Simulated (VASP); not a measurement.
Crystal: LaSi2Ru2.

```
La Ru Si
1.0
     0.00000    4.26158    0.00000
     4.26158    0.00000    0.00000
     2.13079    2.13079   -5.02480
La Ru Si
1 2 2
Direct
  0.00000 0.00000 0.00000
  0.75000 0.25000 0.50000
  0.25000 0.75000 0.50000
  0.37500 0.37500 0.25000
  0.62500 0.62500 0.75000
```

* Program: VASP 6.6.1
* Task: relaxation of the atoms
* Functional: r2SCAN
* Potentials or basis: VASP PAW PBE potentials, release 64 (La, Ru_pv, Si)
* Cutoff: 500 eV
* k mesh: 7 × 7 × 7
* Occupations: fermi-dirac, width 0.1 eV
* Spin: no spin polarisation

At the start: pressure -7.2 GPa; volume 18.25 Å³/atom.

Q: Where does the relaxation end?

A: Over 4 steps the energy falls by 68.7 meV/atom; space group I4/mmm (No. 139, to 0.1 Å) before and after.

Step by step:
```tsv
step	energy change (eV)	largest force (eV/Å)	pressure (GPa)
1	0.0000	1.9492	-7.23
2	-0.2653	0.8999	-5.28
3	-0.3426	0.1012	-2.35
4	-0.3436	0.0016	-2.68
```

Final structure:
```yaml
crystal:
  lattice:
    - [0.00000, 4.26158, 0.00000]
    - [4.26158, 0.00000, 0.00000]
    - [2.13079, 2.13079, -5.02480]
  atoms:
    - { symbol: La, position: [0.00000, 0.00000, 0.00000] }
    - { symbol: Ru, position: [0.75000, 0.25000, 0.50000] }
    - { symbol: Ru, position: [0.25000, 0.75000, 0.50000] }
    - { symbol: Si, position: [0.35702, 0.35702, 0.28595] }
    - { symbol: Si, position: [0.64298, 0.64298, 0.71405] }
```

Caveat: the PAW data sets were made with another functional, which shifts forces and pressure a little.
